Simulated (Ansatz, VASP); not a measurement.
Two plane-wave programs on CsVBr3

```
CELL_PARAMETERS angstrom
7.57000 0.00000 0.00000
-3.78500 6.55581 0.00000
0.00000 0.00000 6.32000
ATOMIC_POSITIONS crystal
Cs 0.33333 0.66667 0.75000
Cs 0.66667 0.33333 0.25000
V 0.00000 0.00000 0.00000
V 0.00000 0.00000 0.50000
Br 0.16000 0.32000 0.25000
Br 0.84000 0.16000 0.75000
Br 0.68000 0.84000 0.25000
Br 0.84000 0.68000 0.75000
Br 0.16000 0.84000 0.25000
Br 0.32000 0.16000 0.75000
```

Alike in both runs: task single point; functional LDA; k mesh 3 × 3 × 3; occupations gaussian, width 0.05 eV; collinear spin; Hubbard terms V d U = 4.0 eV.

|  | VASP | Ansatz |
| --- | --- | --- |
| version | VASP 6.6.1 | Ansatz 0.2.0 |
| potentials or method | VASP PAW LDA potentials, release 64 (Cs_sv, V_sv, Br), cutoff 520 eV | scalar-relativistic, plane waves, PAW |
| valence electrons in the cell | 86 | 86 |

VASP gave:

| Item | Value |
| --- | --- |
| gap on the k mesh at the Fermi level (eV) | 3.34 |
| least direct gap on the mesh (eV) | 3.38 |
| pressure (GPa) | -1.1 |
| traceless stress, the component that is largest in VASP (GPa) | 0.05 |
| rms of the force components (eV/Å) | 0.028 |
| net moment per atom (μB) | 0.00 |
| size of the moment on the site where the two differ most (μB) | 2.65 |

Problem. What did Ansatz give for the same quantities?

Solution. gap on the k mesh at the Fermi level (eV): 3.62; least direct gap on the mesh (eV): 3.67; pressure (GPa): -1.2; traceless stress, the component that is largest in VASP (GPa): 0.25; rms of the force components (eV/Å): 0.013; net moment per atom (μB): 0.00; size of the moment on the site where the two differ most (μB): 2.55.

LDA's correlation is that of Perdew and Zunger in VASP and of Perdew and Wang (1992) in Ansatz. Site moments also hang on the region over which each program counts them. The programs project onto different local orbitals, so the same U acts differently, and such runs can settle in different states. Atom by atom the forces differ by 0.015 eV/Å (rms over components).

Spin-orbit coupling is off throughout.
